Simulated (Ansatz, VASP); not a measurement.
Zn2O in VASP and in Ansatz

```
Zn O
1.0
    -2.51767    2.51767    2.93962
     2.51767   -2.51767    2.93962
     2.51767    2.51767   -2.93962
Zn O
4 2
Direct
  0.17483 0.67483 0.84966
  0.67483 0.82517 0.50000
  0.82517 0.32517 0.15034
  0.32517 0.17483 0.50000
  0.75000 0.75000 0.00000
  0.25000 0.25000 0.00000
```

Change from the starting cell: species swapped into the Al2Cu type (I4/mcm, No. 140).

Alike in both runs: functional PBE; k mesh 5 × 5 × 5; occupations gaussian, width 0.2 eV; no spin polarisation.

Ansatz relaxed the structure, and its values are those at the end. VASP's run is a single point on that final structure, the one shown.

```csv
,VASP,Ansatz
version,VASP 6.6.1,Ansatz 0.2.0
potentials or method,"VASP PAW PBE potentials, release 64 (Zn, O), cutoff 520 eV","scalar-relativistic, plane waves, PAW"
valence electrons in the cell,60,60
```

|  | VASP | Ansatz | Ansatz less VASP |
| --- | --- | --- | --- |
| gap on the k mesh at the Fermi level (eV) | none | none | - |
| pressure (GPa) | 0.5 | 0.1 | -0.33 |

A gap of «none» marks a metal or a gap that the smearing closes. The functional is the same, so the differences come from potentials, cutoffs and numerics.
